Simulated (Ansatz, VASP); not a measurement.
**Two plane-wave programs on Nb4N**

```
Nb N
1.0
     3.31112    0.00000    0.00000
     0.00000    3.31112    0.00000
     0.00000    0.00000   21.79930
Nb N
4 1
Cartesian
  1.6556 1.6556 4.0000
  0.0000 0.0000 5.6556
  1.6556 1.6556 7.2742
  0.0000 0.0000 8.7993
  0.8278 0.8278 11.3093
```

Alike in both runs: task single point; functional PBE; k mesh 8 × 8 × 1; occupations gaussian, width 0.1 eV; collinear spin.

|  | VASP | Ansatz |
| --- | --- | --- |
| version | VASP 6.6.1 | Ansatz 0.2.0 |
| potentials or method | VASP PAW PBE potentials, release 64 (Nb_sv, N), cutoff 520 eV | scalar-relativistic, plane waves, PAW |
| valence electrons in the cell | 57 | 57 |

Ansatz gave:

| Quantity | Value |
| --- | --- |
| gap on the k mesh at the Fermi level (eV) | none |
| rms of the force components (eV/Å) | 0.781 |
| net moment per atom (μB) | 0.31 |
| size of the moment on the site where the two differ most (μB) | 2.14 |

Q: Which values does VASP return?

A: gap on the k mesh at the Fermi level (eV): none; rms of the force components (eV/Å): 0.780; net moment per atom (μB): 0.32; size of the moment on the site where the two differ most (μB): 1.56.

Site moments also hang on the region over which each program counts them. Atom by atom the forces differ by 0.005 eV/Å (rms over components). A gap of «none» marks a metal or a gap that the smearing closes. Ansatz's warnings: stability check not made.
